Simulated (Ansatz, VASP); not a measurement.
**GaAs: VASP beside Ansatz**

```
Ga As
1.0
     0.00000    2.87253    2.87253
     2.87253    0.00000    2.87253
     2.87253    2.87253    0.00000
Ga As
1 1
Direct
  0.00000 0.00000 0.00000
  0.25000 0.25000 0.25000
```

Alike in both runs: functional PBE; k mesh 10 × 10 × 10; occupations gaussian, width 0.02 eV; no spin polarisation.

Ansatz relaxed the structure, and its values are those at the end. VASP's run is a single point on that final structure, the one shown.

```csv
,VASP,Ansatz
version,VASP 6.6.1,Ansatz 0.2.0
potentials or method,"VASP PAW PBE potentials, release 64 (Ga_d, As), cutoff 500 eV","scalar-relativistic, plane waves, PAW"
valence electrons in the cell,18,28
```

```tsv
	VASP	Ansatz	Ansatz less VASP
gap on the k mesh at the Fermi level (eV)	0.16	0.16	-0.003
least direct gap on the mesh (eV)	0.16	0.16	-0.003
pressure (GPa)	0.1	0.0	-0.15
```

VASP's potentials hold 18 valence electrons a cell and Ansatz's 28, so a difference there can come from the potentials and not from the codes.
